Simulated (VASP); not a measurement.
# Au (P6_3/mmc) in VASP: a series of runs

Runs on Au. Level: PBEsol. Tasks: single point.

All numbers are computed with VASP 6.6.1; they aren't measurements. Logs are shortened: lines on timing, memory, paths and dates and some standing lists are left out, and cuts for length are marked.

### 1 The cell of the first run

It takes space group P6_3/mmc (No. 194, hexagonal). Conventional cell: a = 2.900 Å, b = 2.900 Å, c = 4.880 Å, α = 90.00°, β = 90.00°, γ = 120.00°. Au (site symmetry -6m2) has 12 Au at 2.90 to 2.96 Å within 3.8 Å.

### 2 Single point, PBEsol

File INCAR:

```
SYSTEM = Au
PREC = Accurate
ENCUT = 520
EDIFF = 1E-7
ISMEAR = -1
SIGMA = 0.1
LREAL = .FALSE.
LASPH = .TRUE.
NELM = 60
ALGO = Normal
ISIF = 2
LWAVE = .FALSE.
LCHARG = .FALSE.
GGA = PS
NBANDS = 18
```

File KPOINTS:

```
Automatic mesh
0
G
  3 3 2
  0 0 0
```

File POSCAR:

```
Au
1.0
    2.9000000000      0.0000000000      0.0000000000
   -1.4500000000      2.5114736700      0.0000000000
    0.0000000000      0.0000000000      4.8800000000
Au
2
Direct
    0.3333333333      0.6666666667      0.7500000000
    0.6666666667      0.3333333333      0.2500000000
```

Potentials or basis: VASP PAW PBE potentials, release 64 (Au).

The run is started by

```console
> cat potpaw_PBE.64/Au/POTCAR > POTCAR
> mpirun -np 1 vasp_std > vasp.out
```

OUTCAR:

```text
SYSTEM = Au
   PREC = Accurate
   ENCUT = 520
   EDIFF = 1E-7
   ISMEAR = -1
   LREAL = .FALSE.
   LASPH = .TRUE.
   NELM = 60
   ISIF = 2
   GGA = PS

 ion  position               nearest neighbor table
   1  0.333  0.667  0.750-   2 2.96   2 2.96   2 2.96   2 2.96   2 2.96   2 2.96
   2  0.667  0.333  0.250-   1 2.96   1 2.96   1 2.96   1 2.96   1 2.96   1 2.96

  LATTYP: Found a hexagonal cell.
 ALAT       =     2.9000000000
 C/A-ratio  =     1.6827586207

  Lattice vectors:

 A1 = (   2.9000000000,   0.0000000000,   0.0000000000)
 A2 = (  -1.4500000000,   2.5114736700,   0.0000000000)
 A3 = (   0.0000000000,   0.0000000000,   4.8800000000)

Analysis of symmetry for initial positions (statically):
=====================================================================
 Subroutine PRICEL returns:
 Original cell was already a primitive cell.

 Routine SETGRP: Setting up the symmetry group for a
 hexagonal supercell.

 Subroutine GETGRP returns: Found 24 space group operations
 (whereof 12 operations were pure point group operations)
 out of a pool of 24 trial point group operations.

The static configuration has the point symmetry D_3d.
 The point group associated with its full space group is D_6h.

Analysis of symmetry for dynamics (positions and initial velocities):
=====================================================================
 Subroutine PRICEL returns:
 Original cell was already a primitive cell.

 Routine SETGRP: Setting up the symmetry group for a
 hexagonal supercell.

 Subroutine GETGRP returns: Found 24 space group operations
 (whereof 12 operations were pure point group operations)
 out of a pool of 24 trial point group operations.

The dynamic configuration has the point symmetry D_3d.
 The point group associated with its full space group is D_6h.

 Subroutine INISYM returns: Found 24 space group operations
 (whereof 12 operations are pure point group operations),
 and found     1 'primitive' translations

----------------------------------------------------------------------------------------

                                     Primitive cell

  volume of cell :      35.5424

  direct lattice vectors                    reciprocal lattice vectors
     2.900000000  0.000000000  0.000000000     0.344827586  0.199086300  0.000000000
    -1.450000000  2.511473670  0.000000000     0.000000000  0.398172600  0.000000000
     0.000000000  0.000000000  4.880000000     0.000000000  0.000000000  0.204918033

  length of vectors
     2.900000000  2.899999999  4.880000000     0.398172599  0.398172600  0.204918033

  position of ions in fractional coordinates (direct lattice)
     0.333333333  0.666666667  0.750000000
     0.666666667  0.333333333  0.250000000

  ion indices of the primitive-cell ions
   primitive index   ion index
                 1           1
                 2           2

----------------------------------------------------------------------------------------

 KPOINTS: Automatic mesh

Automatic generation of k-mesh.
 Grid dimensions read from file:
 generate k-points for:    3    3    2

 Generating k-lattice:

  Cartesian coordinates                     Fractional coordinates (reciprocal lattice)
     0.114942529  0.066362100  0.000000000     0.333333333  0.000000000  0.000000000
     0.000000000  0.132724200  0.000000000     0.000000000  0.333333333  0.000000000
     0.000000000  0.000000000  0.102459016     0.000000000  0.000000000  0.500000000

  Length of vectors
     0.132724200  0.132724200  0.102459016

  Shift w.r.t. Gamma in fractional coordinates (k-lattice)
     0.000000000  0.000000000  0.000000000

 Subroutine IBZKPT returns following result:
 ===========================================

 Found      6 irreducible k-points:

 Following reciprocal coordinates:
            Coordinates               Weight
  0.000000  0.000000  0.000000      1.000000
  0.333333  0.000000  0.000000      6.000000
  0.333333  0.333333  0.000000      2.000000
  0.000000  0.000000  0.500000      1.000000
  0.333333  0.000000  0.500000      6.000000
  0.333333  0.333333  0.500000      2.000000
   k-points           NKPTS =      6   k-points in BZ     NKDIM =      6   number of bands    NBANDS=     18
   number of dos      NEDOS =    301   number of ions     NIONS =      2
   total plane-waves  NPLWV =  20736
   dimension x,y,z NGX =    24 NGY =   24 NGZ =   36
   dimension x,y,z NGXF=    48 NGYF=   48 NGZF=   72
   ions per type =               2
   NGX,Y,Z   is equivalent  to a cutoff of  13.76, 13.76, 12.26 a.u.
   NGXF,Y,Z  is equivalent  to a cutoff of  27.52, 27.52, 24.53 a.u.
 SYSTEM =  Au
   PREC   = accura    normal or accurate (medium, high low for compatibility)
   ISTART =      0    job   : 0-new  1-cont  2-samecut
   ICHARG =      2    charge: 1-file 2-atom 10-const
   ISPIN  =      1    spin polarized calculation?
   LNONCOLLINEAR =      F non collinear calculations
   LSORBIT =      F    spin-orbit coupling
   LASPH  =      T    aspherical Exc in radial PAW
   ENCUT  =  520.0 eV  38.22 Ry    6.18 a.u.   5.39  5.39  9.07*2*pi/ulx,y,z
   NELM   =     60;   NELMIN=  2; NELMDL= -5     # of ELM steps
   EDIFF  = 0.1E-06   stopping-criterion for ELM
   LREAL  =      F    real-space projection
   EDIFFG = 0.1E-05   stopping-criterion for IOM
   NSW    =      0    number of steps for IOM
   IBRION =     -1    ionic relax: 0-MD 1-quasi-New 2-CG
   NFREE  =      0    steps in history (QN), initial steepest desc. (CG)
   ISIF   =      2    stress and relaxation
   ISYM   =      2    0-nonsym 1-usesym 2-fastsym
   POTIM  = 0.5000    time-step for ionic-motion
   TEBEG  =    0.0;   TEEND  =   0.0 temperature during run
   PSTRESS=    0.0 pullay stress
   NELECT =      22.0000    total number of electrons
   NUPDOWN=      -1.0000    fix difference up-down
   EMIN   =  10.00;   EMAX   =-10.00  energy-range for DOS
   EFERMI =   0.00;   METHOD = LEGACY
   ISMEAR =    -1;   SIGMA  =   0.10  broadening in eV -4-tet -1-fermi 0-gaus
   EFERMI_NEDOS =   21; number of points for ismear=-14 and -15
   IALGO  =     38    algorithm
   IMIX   =      4    mixing-type and parameters
     AMIX     =   0.40;   BMIX     =  1.00
     AMIX_MAG =   1.60;   BMIX_MAG =  1.00
  volume/ion in A,a.u.               =      17.77       119.93
  Fermi-wavevector in a.u.,A,eV,Ry     =   1.395191  2.636528 26.484517  1.946557
  Thomas-Fermi vector in A             =   2.518667
   LORBIT       =      0    0 simple, 1 ext, 2 COOP (PROOUT), +10 PAW based schemes
   GGA     = PS    functional components
   LHFCALC =     F    Hartree Fock is set to
   AEXX    =    0.0000 exact exchange contribution
   IVDW    =     0    specifies the selected vdW correction
   LEPSILON=     F    determine dielectric tensor
   LRPA    =     F    only Hartree local field effects (RPA)
 non-spin polarized calculation
  energy-cutoff  :      520.00
  volume of cell :       35.54
 maximum number of plane-waves:       967
 NGX is ok and might be reduce to    24
   NGX = 11   NGY = 11   NGZ = 19

 number of electron      22.0000001 magnetization

 Free energy of the ion-electron system (eV)
  ---------------------------------------------------
  ext. energy  EPLUGINS =         0.00000000
  ---------------------------------------------------
  free energy    TOTEN  =        -8.08746645 eV

  energy without entropy =       -8.00814130  energy(sigma->0) =       -8.04780387

 E-fermi :   7.1459     XC(G=0): -12.6350

 val. band max:        7.0351214629   @ k =   0.3333   0.0000   0.5000
 cond. band min:       7.5182978524   @ k =   0.0000   0.0000   0.0000
 fundamental gap:      0.4831763895
 Fermi energy:         7.1458929864

 k-point     1 :       0.0000    0.0000    0.0000
  band No.  band energies     occupation
      1      -0.8876      2.00000
      2       1.5685      2.00000
      3       3.9105      2.00000
      4       4.2971      2.00000
      5       4.2971      2.00000
      6       4.5874      2.00000
[... 10 lines left out ...]
     17      26.6275      0.00000
     18      26.6275      0.00000

 k-point     2 :       0.3333    0.0000    0.0000
  band No.  band energies     occupation
      1       1.6083      2.00000
      2       2.4002      2.00000
      3       3.0405      2.00000
      4       4.0881      2.00000
      5       4.3508      2.00000
      6       4.4226      2.00000
[... 10 lines left out ...]
     17      22.1089      0.00000
     18      24.3814      0.00000

 k-point     3 :       0.3333    0.3333    0.0000
  band No.  band energies     occupation
      1       2.7069      2.00000
      2       3.2402      2.00000
      3       3.2402      2.00000
      4       3.7981      2.00000
      5       4.0657      2.00000
      6       4.0657      2.00000
[... 10 lines left out ...]
     17      18.8733      0.00000
     18      18.8733      0.00000

 k-point     4 :       0.0000    0.0000    0.5000
  band No.  band energies     occupation
      1       0.7820      2.00000
      2       0.7820      2.00000
      3       3.8949      2.00000
      4       3.8949      2.00000
      5       4.2514      2.00000
      6       4.2514      2.00000
[... 10 lines left out ...]
     17      26.8748      0.00000
     18      26.8748      0.00000

 k-point     5 :       0.3333    0.0000    0.5000
  band No.  band energies     occupation
      1       2.0956      2.00000
      2       2.0956      2.00000
      3       3.1797      2.00000
      4       3.1797      2.00000
      5       5.1775      2.00000
      6       5.1775      2.00000
[... 10 lines left out ...]
     17      23.3512      0.00000
     18      23.3512      0.00000

 k-point     6 :       0.3333    0.3333    0.5000
  band No.  band energies     occupation
      1       2.8937      2.00000
      2       2.8937      2.00000
      3       3.5485      2.00000
      4       3.5485      2.00000
      5       4.2511      2.00000
      6       4.2511      2.00000
[... 10 lines left out ...]
     17      24.1409      0.00000
     18      24.1409      0.00000

------------------------ aborting loop because EDIFF is reached ----------------------------------------

  FORCE on cell =-STRESS in cart. coord.  units (eV):
  Direction    XX          YY          ZZ          XY          YZ          ZX
  --------------------------------------------------------------------------------------
  -------------------------------------------------------------------------------------
  Total       -1.2378551     -1.2378551     -2.6101294      0.0000000      0.0000000      0.0000000
  in kB      -55.7999692    -55.7999692   -117.6592749      0.0000000      0.0000000      0.0000000
  external PRESSURE =     -76.4197378 kB  Pullay stress =       0.0000000 kB

 VOLUME and BASIS-vectors are now :
 -----------------------------------------------------------------------------
  energy-cutoff  :      520.00
  volume of cell :       35.54
      direct lattice vectors                 reciprocal lattice vectors
     2.900000000  0.000000000  0.000000000     0.344827586  0.199086300  0.000000000
    -1.450000000  2.511473670  0.000000000     0.000000000  0.398172600  0.000000000
     0.000000000  0.000000000  4.880000000     0.000000000  0.000000000  0.204918033

 POSITION                                       TOTAL-FORCE (eV/Angst)
 -----------------------------------------------------------------------------------
     -0.00000      1.67432      3.66000         0.000000      0.000000      0.000000
      1.45000      0.83716      1.22000        -0.000000      0.000000      0.000000
 -----------------------------------------------------------------------------------
    total drift:                               -0.000000      0.000000     -0.000000

  FREE ENERGIE OF THE ION-ELECTRON SYSTEM (eV)
  ---------------------------------------------------
  free  energy   TOTEN  =        -8.0874664456 eV

  energy  without entropy=       -8.0081412961  energy(sigma->0) =       -8.04780387
```

Run time: 5 s. Hardware: 1 thread of Intel Xeon Platinum 8559C (Emerald Rapids), shared host; peak memory 0.14 GiB.

Results:

* Free energy: -8.0875 eV
* Pressure: -7.6 GPa
* Band gap on the k mesh: zero (band 11 reaches 12.65 eV, above the bottom of band 12 at 6.01 eV)

Caveat: the k points lie up to 0.83 Å⁻¹ apart; the PAW data sets were made with another functional, which shifts forces and pressure a little; spin-orbit coupling is left out, which moves the levels of the heavy elements.

### 3 Single point, PBEsol

File INCAR:

```
SYSTEM = Au
ALGO = Normal
EDIFF = 1E-7
ENCUT = 520
GGA = PS
ISIF = 2
ISMEAR = -1
LASPH = .TRUE.
LCHARG = .FALSE.
LREAL = .FALSE.
LWAVE = .FALSE.
NBANDS = 18
NELM = 80
PREC = Accurate
SIGMA = 0.1
```

File KPOINTS:

```
k-points
0
G
  5 5 3
  0 0 0
```

POSCAR is that of step 2.

Potentials or basis: VASP PAW PBE potentials, release 64 (Au).

The run is started by

```console
> cat potpaw_PBE.64/Au/POTCAR > POTCAR
> mpirun -np 1 vasp_std > vasp.out
```

Run time: 4.9 s. Hardware: 1 thread of Intel Xeon Platinum 8559C (Emerald Rapids), shared host; peak memory 0.15 GiB.

Results (log left out):

```
Free energy            : -7.9525 eV
Pressure               : -7.1 GPa
Band gap on the k mesh : zero (band 11 reaches 10.76 eV, above the bottom of band 12 at 6.30 eV)
```

Stress tensor (GPa, compression positive):
```
-6.59  0.00  0.00
 0.00 -6.59  0.00
 0.00  0.00 -8.19
```

Levels at points of the mesh, in eV from the Fermi level:
```tsv
k point	band 9	band 10	band 11	band 12	band 13	band 14
(0.00, 0.00, 0.00)	-3.69	-2.42	-2.42	-1.33	2.14	14.30
```

Caveat: the k points lie up to 0.50 Å⁻¹ apart; the PAW data sets were made with another functional, which shifts forces and pressure a little; spin-orbit coupling is left out, which moves the levels of the heavy elements.

### 4 Single point, PBEsol

File INCAR:

```
PREC = Accurate
ENCUT = 520
EDIFF = 1E-6
ISMEAR = -1
SIGMA = 0.1
LREAL = F
LASPH = T
NELM = 100
ALGO = Normal
ISIF = 2
LWAVE = F
LCHARG = F
GGA = PS
NBANDS = 18
```

File KPOINTS:

```
Automatic mesh
0
Gamma
  7 7 4
```

POSCAR is that of step 3.

The run is started by

```console
> cat potpaw_PBE.64/Au/POTCAR > POTCAR
> mpirun -np 1 vasp_std > vasp.out
```

It took 7.7 s on 1 thread of Intel Xeon Platinum 8559C (Emerald Rapids), shared host; peak memory 0.15 GiB.

It converged, with:

| Item | Value |
| --- | --- |
| Free energy | -7.8490 eV |
| Pressure | -7.2 GPa |
| Band gap on the k mesh | zero (band 11 reaches 11.04 eV, above the bottom of band 12 at 6.02 eV) |

Stress tensor (GPa, compression positive):
```
-6.23  0.00  0.00
 0.00 -6.23  0.00
 0.00  0.00 -9.06
```

Levels at points of the mesh, in eV from the Fermi level:
| k point | band 7 | band 8 | band 9 | band 10 | band 11 | band 12 | band 13 | band 14 | band 15 | band 16 |
| --- | --- | --- | --- | --- | --- | --- | --- | --- | --- | --- |
| (0.00, 0.00, 0.00) | -3.80 | -3.16 | -3.16 | -1.89 | -1.89 | -0.78 | 2.67 | 14.85 | 15.87 | 16.97 |
| (0.00, 0.00, 0.50) | -4.13 | -4.13 | -2.32 | -2.32 | -2.32 | -2.32 | 10.52 | 10.52 | 15.13 | 15.13 |

Caveat: the PAW data sets were made with another functional, which shifts forces and pressure a little; spin-orbit coupling is left out, which moves the levels of the heavy elements.

(Part 1 of 2 ends here.)
